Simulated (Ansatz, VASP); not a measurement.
# TaRh: VASP beside Ansatz

Contents of INCAR:

```
ALGO     = Fast           # electronic algorithm
EDIFF    = 1E-6           # SCF threshold, eV
EDIFFG   = -0.04          # ionic threshold
ENCUT    = 600            # plane-wave cutoff, eV
GGA      = PE             # functional
IBRION   = 2              # ionic algorithm
ISIF     = 3              # what is computed and relaxed
ISMEAR   = 0              # smearing method
LASPH    = True           # aspherical terms in the spheres
LCHARG   = False          # write CHGCAR
LREAL    = False          # projectors in reciprocal space
LWAVE    = False          # write WAVECAR
NELM     = 60             # most SCF steps
NSW      = 90             # ionic steps
PREC     = Accurate       # precision mode
SIGMA    = 0.1            # smearing width, eV
```

File KPOINTS:

```
k-points
0
Gamma
  6 6 4
```

File POSCAR:

```
TaRh
1.0
    3.6038840588      0.0000000000      0.0000000000
   -1.8019420293      3.1210551472      0.0000000000
    0.0000000000      0.0000000000      5.7714960393
Ta Rh
2 2
Direct
    0.3333333333      0.6666666667      0.0000000000
    0.6666666667      0.3333333333      0.5000000000
    0.3333333333      0.6666666667      0.3821000000
    0.6666666667      0.3333333333      0.8821000000
```

Input for Ansatz:

```yaml
crystal:
  lattice:
    - [3.6038840588, 0.0, 0.0]
    - [-1.8019420293, 3.1210551472, 0.0]
    - [0.0, 0.0, 5.7714960393]
  atoms:
    - { symbol: Ta, position: [0.3333333333, 0.6666666667, 0.0] }
    - { symbol: Ta, position: [0.6666666667, 0.3333333333, 0.5] }
    - { symbol: Rh, position: [0.3333333333, 0.6666666667, 0.3821] }
    - { symbol: Rh, position: [0.6666666667, 0.3333333333, 0.8821] }
basis:
  ecutwfc: 420
kpoints:
  mp_grid: { grid: [6, 6, 4] }
hamiltonian:
  xc: pbe
scf:
  occupations: { method: gaussian, width: 0.1 }
  lower_state_search: "off"
output:
  forces: true
  stress: true
  eigenvalues: true
relax:
  adjacent_minimum: "off"
  f_tol: 0.04
  max_steps: 70
  cell: { stress_tol: 0.4 }
```

Alike in both runs: task relaxation of cell and atoms; functional PBE; k mesh 6 × 6 × 4; occupations gaussian, width 0.1 eV; no spin polarisation.

|  | VASP | Ansatz |
| --- | --- | --- |
| version | VASP 6.6.1 | Ansatz 0.2.0 |
| potentials or method | VASP PAW PBE potentials, release 64 (Ta_pv, Rh_pv), cutoff 600 eV | scalar-relativistic, plane waves, PAW |
| valence electrons in the cell | 52 | 60 |

VASP gave:

| Item | Value |
| --- | --- |
| gap on the k mesh at the Fermi level, each at its own relaxed structure (eV) | none |
| relaxed volume (Å³/atom) | 21.51 |
| relaxed cell length with the largest relative difference (Å) | 5.125 |

**Question.** Which values does Ansatz return?

**Answer.** gap on the k mesh at the Fermi level, each at its own relaxed structure (eV): none; relaxed volume (Å³/atom): 21.49; relaxed cell length with the largest relative difference (Å): 5.121.

A gap of «none» marks a metal or a gap that the smearing closes. VASP's potentials hold 52 valence electrons a cell and Ansatz's 60, so a difference there can come from the potentials and not from the codes.

Neither program's run includes spin-orbit coupling. Noted on VASP's run: the volume moved by over 15 % at a fixed basis, so the end points are rough.
